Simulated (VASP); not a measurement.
Set up this calculation in VASP 6.6.1, as the native input.

```yaml
Task: single point
Functional: PBEsol
Potentials_or_basis: VASP PAW PBE potentials, release 64 (Ta_pv, C)
Cutoff: 520 eV
k_mesh: 10 × 10 × 10
Occupations: gaussian, width 0.15 eV
Spin: no spin polarisation
Dipole_correction: no
Further_INCAR_settings: ALGO = Normal; EDIFF = 1e-06; NBANDS = 37
```

The structure of Ta4C3 lies in POSCAR:

```
Ta4C3
1.0
    4.0503940292      0.0000000000      0.0000000000
    0.0000000000      4.0503940292      0.0000000000
    0.0000000000      0.0000000000      4.2264981175
Ta C
4 3
Direct
    0.0000000000      0.5000000000      0.5000000000
    0.5000000000      0.0000000000      0.5000000000
    0.5000000000      0.5000000000      0.0000000000
    0.0000000000      0.0000000000      0.0000000000
    0.5000000000      0.0000000000      0.0000000000
    0.0000000000      0.5000000000      0.0000000000
    0.0000000000      0.0000000000      0.5000000000
```

This cell differs from its parent crystal: strain -0.080 along x and y, -0.040 along z.

The input as run:

INCAR

```
SYSTEM = Ta4C3
  ALGO = Normal
  EDIFF = 1E-6
  ENCUT = 520
  GGA = PS
  ISIF = 2
  ISMEAR = 0
  LASPH = .True.
  LCHARG = .True.
  LELF = .True.
  LREAL = .False.
  LVHAR = .True.
  LWAVE = .False.
  NBANDS = 37
  NELM = 100
  PREC = Accurate
  SIGMA = 0.15
```

KPOINTS

```
k-points
0
Gamma
  10 10 10
  0 0 0
```

Potentials or basis: VASP PAW PBE potentials, release 64 (Ta_pv, C).

Launch:

```bash
$ cat potpaw_PBE.64/Ta_pv/POTCAR potpaw_PBE.64/C/POTCAR > POTCAR
$ mpirun -np 1 vasp_std > vasp.out
```

Results of the run:

The pressure is 102.3 GPa and the band gap on the k mesh is zero (bands 28 and 29 overlap by 1.43 eV).

Caveat: the cell differs from its parent crystal (strain -0.080 along x and y, -0.040 along z); the stress differs along the axes, from 73 to 117 GPa; the PAW data sets were made with another functional, which shifts forces and pressure a little; spin-orbit coupling is left out, which moves the levels of the heavy elements.

Run time: 7.3 min on 1 thread of Intel Xeon 8259CL, on a shared host, peak memory 0.36 GiB.
